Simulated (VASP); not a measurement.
Input of a VASP 6.6.1 run:

INCAR

```
SYSTEM = Ag
ALGO = Fast
EDIFF = 1E-6
ENCUT = 520
GGA = PS
ISIF = 2
ISMEAR = 0
LASPH = .True.
LCHARG = .False.
LREAL = .False.
LWAVE = .False.
NBANDS = 18
NELM = 60
PREC = Accurate
SIGMA = 0.15
```

File KPOINTS:

```
k-points
0
Gamma
  24 24 12
  0 0 0
```

POSCAR

```
Ag
1.0
    2.8827317815      0.0000000000      0.0000000000
   -1.4413658908      2.4965189551      0.0000000000
    0.0000000000      0.0000000000      4.9483648444
Ag
2
Direct
    0.3333333333      0.6666666667      0.2500000000
    0.6666666667      0.3333333333      0.7500000000
```

Potentials or basis: VASP PAW PBE potentials, release 64 (Ag).

Launch:

```sh
$ cat potpaw_PBE.64/Ag/POTCAR > POTCAR
$ mpirun -np 1 vasp_std > vasp.out
```

Problem. Estimate the band gap on the k mesh.

Solution. Zero (bands 11 and 12 overlap by 7.50 eV).

Problem. Predict the pressure.

Solution. -6.3 GPa.

Stress tensor (GPa, compression positive):
```
-5.05  0.00  0.00
 0.00 -5.05  0.00
 0.00  0.00 -8.77
```

Caveat: the cell stands under tension; the PAW data sets were made with another functional, which shifts forces and pressure a little.
